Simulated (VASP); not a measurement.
A run of VASP 6.6.1:

File INCAR:

```
PREC     = Accurate       # precision mode
ENCUT    = 700            # plane-wave cutoff, eV
EDIFF    = 1E-6           # SCF threshold, eV
ISMEAR   = -1             # smearing method
SIGMA    = 0.05           # smearing width, eV
LREAL    = False          # projectors in reciprocal space
LASPH    = True           # aspherical terms in the spheres
NELM     = 120            # most SCF steps
ALGO     = Normal         # electronic algorithm
ISIF     = 2              # what is computed and relaxed
LWAVE    = False          # write WAVECAR
LCHARG   = True           # write CHGCAR
GGA      = PS             # functional
LELF     = True           # ELF
LVHAR    = True         
NBANDS   = 28             # bands
GGA_COMPAT= False
```

KPOINTS

```
regular mesh
0
Gamma
  7 7 7
```

The input POSCAR:

```
KTaO3
1.0
    4.0665218197      0.0000000000      0.0000000000
    0.0000000000      4.0665218197      0.0000000000
    0.0000000000      0.0000000000      4.0665218197
Ta K O
1 1 3
Direct
    0.0000000000      0.0000000000      0.0000000000
    0.5000000000      0.5000000000      0.5000000000
    0.0000000000      0.0000000000      0.5000000000
    0.0000000000      0.5000000000      0.0000000000
    0.5000000000      0.0000000000      0.0000000000
```

Potentials or basis: VASP PAW PBE potentials, release 64 (Ta_sv_GW, K_sv, O).

Command:

```console
$ cat potpaw_PBE.64/Ta_sv_GW/POTCAR potpaw_PBE.64/K_sv/POTCAR potpaw_PBE.64/O/POTCAR > POTCAR
$ mpirun -np 1 vasp_std > vasp.out
```

Hardware: 1 thread of Intel(R) Xeon(R) Platinum 8559C (Emerald Rapids), with other jobs on the host.

Q: Estimate the wall time of this run.

A: It took 50 s on 1 thread of Intel(R) Xeon(R) Platinum 8559C (Emerald Rapids), with other jobs on the host, peak memory 0.24 GiB. Counts: scf iterations 19, k points 20.
